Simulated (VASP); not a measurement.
**MnO2: single point with LDA**

The system is MnO2.

```
Mn O
1.0
     1.42843    0.82471    4.58393
    -1.42843    0.82471    4.58393
     0.00000   -1.64941    4.58393
Mn O
1 2
Direct
  0.00000 0.00000 0.00000
  0.26436 0.26436 0.26436
  0.73564 0.73564 0.73564
```

```
Program                : VASP 6.6.1
Task                   : single point
Functional             : LDA
Potentials or basis    : VASP PAW LDA potentials, release 64 (Mn_pv, O)
Cutoff                 : 600 eV
k mesh                 : 3 × 3 × 3
Occupations            : methfessel-paxton, width 0.0680285 eV
Spin                   : collinear spin, ferromagnetic start
Starting moments       : [2.74, 0.0, 0.0] μB
Dipole correction      : no
Further INCAR settings : ALGO = Normal; EDIFF = 1e-06; NBANDS = 24
```

| Property | Result |
| --- | --- |
| Pressure | -7.6 GPa |
| Largest force | 0.424 eV/Å |
| Band gap on the k mesh | 0.44 eV |
| Net moment | 3.00 μB per cell |
| Site moments | Mn +2.82; O +0.04 μB |
| Valence electrons inside the program's atomic spheres | Mn 11.78; O 4.96 |

Forces in eV/Å, atoms in the order of the input:
```
Mn   0.000  0.000  0.000
O    0.000  0.000  0.424
O    0.000  0.000 -0.424
```

Stress tensor (GPa, compression positive):
```
-8.50  0.00  0.00
 0.00 -8.50  0.00
 0.00  0.00 -5.85
```

Levels at points of the mesh, in eV from the valence-band top:
Spin up:
| k point | band 11 | band 12 | band 13 | band 14 | band 15 | band 16 | band 17 | band 18 |
| --- | --- | --- | --- | --- | --- | --- | --- | --- |
| (0.00, 0.00, 0.00) | -1.49 | -1.49 | -1.26 | -0.22 | 2.78 | 2.78 | 6.93 | 10.10 |
Spin down:
```csv
k point,band 8,band 9,band 10,band 11,band 12,band 13,band 14,band 15
"(0.00, 0.00, 0.00)",-5.14,-1.38,-1.38,-1.08,0.44,0.44,2.12,4.15
```

Wall time 22 s on 1 thread of AMD EPYC 9R45 96-Core Processor (Zen 5) (shared host), peak memory 0.17 GiB.

Caveat: the k points lie up to 0.86 Å⁻¹ apart; an odd mesh through Γ misses points on the zone boundary, where band edges can lie; a cell with one magnetic atom can't hold antiferromagnetic order, which such compounds often take.
